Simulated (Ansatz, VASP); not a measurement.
One calculation of Si2W, two programs

INCAR

```
SYSTEM = Si2W
  ALGO = Normal
  EDIFF = 1E-6
  EDIFFG = -0.002
  ENCUT = 600
  IBRION = 2
  ISIF = 3
  ISMEAR = 0
  LASPH = .True.
  LCHARG = .False.
  LREAL = .False.
  LWAVE = .False.
  NELM = 100
  NSW = 100
  PREC = Accurate
  SIGMA = 0.1
```

Contents of KPOINTS:

```
k-points
0
Gamma
  9 9 6
  0 0 0
```

The input POSCAR:

```
Si2W
1.0
    4.5539675846      0.0000000000      0.0000000000
   -2.2769837923      3.9438516163      0.0000000000
    0.0000000000      0.0000000000      6.5696629783
Si W
6 3
Direct
    0.8360443056      0.6720886113      0.5000000000
    0.1639556944      0.8360443056      0.8333333333
    0.6720886113      0.8360443056      0.1666666667
    0.1639556944      0.3279113887      0.5000000000
    0.8360443056      0.1639556944      0.8333333333
    0.3279113887      0.1639556944      0.1666666667
    0.0000000000      0.5000000000      0.1666666667
    0.5000000000      0.5000000000      0.8333333333
    0.5000000000      0.0000000000      0.5000000000
```

Input for Ansatz:

```yaml
crystal:
  lattice:
    - [4.5539675846, 0.0, 0.0]
    - [-2.2769837923, 3.9438516163, 0.0]
    - [0.0, 0.0, 6.5696629783]
  atoms:
    - { symbol: Si, position: [0.8360443056, 0.6720886113, 0.5] }
    - { symbol: Si, position: [0.1639556944, 0.8360443056, 0.8333333333] }
    - { symbol: Si, position: [0.6720886113, 0.8360443056, 0.1666666667] }
    - { symbol: Si, position: [0.1639556944, 0.3279113887, 0.5] }
    - { symbol: Si, position: [0.8360443056, 0.1639556944, 0.8333333333] }
    - { symbol: Si, position: [0.3279113887, 0.1639556944, 0.1666666667] }
    - { symbol: W, position: [0.0, 0.5, 0.1666666667] }
    - { symbol: W, position: [0.5, 0.5, 0.8333333333] }
    - { symbol: W, position: [0.5, 0.0, 0.5] }
basis:
  ecutwfc: 420
kpoints:
  mp_grid: { grid: [9, 9, 6] }
hamiltonian:
  xc: lda
  pseudopotentials: { kind: paw, azcp: { folder: soft_1 } }
scf:
  occupations: { method: gaussian, width: 0.1 }
output:
  forces: true
  stress: true
  eigenvalues: true
  write_density: true
  write_potential: true
  elf: true
  volumetric_format: npy
relax:
  adjacent_minimum: "off"
  f_tol: 0.002
  max_steps: 80
  cell: { stress_tol: 0.02 }
```

Alike in both runs: task relaxation of cell and atoms; functional LDA; k mesh 9 × 9 × 6; occupations gaussian, width 0.1 eV; no spin polarisation.

```csv
,VASP,Ansatz
version,VASP 6.6.1,Ansatz 0.2.0
potentials or method,"VASP PAW LDA potentials, release 64 (Si, W_sv), cutoff 600 eV","scalar-relativistic, plane waves, PAW"
valence electrons in the cell,66,66
```

|  | VASP | Ansatz | Ansatz less VASP |
| --- | --- | --- | --- |
| gap on the k mesh at the Fermi level, each at its own relaxed structure (eV) | 0.12 | 0.12 | +0.004 |
| relaxed volume (Å³/atom) | 13.13 | 13.09 | -0.040 |
| relaxed length of the cell vector where the two differ most in proportion (Å) | 4.556 | 4.552 | -0.0049 |

Ansatz warns that its potentials were made for another functional, while VASP's fit it. LDA's correlation is that of Perdew and Zunger in VASP and of Perdew and Wang (1992) in Ansatz.

Neither program's run includes spin-orbit coupling.
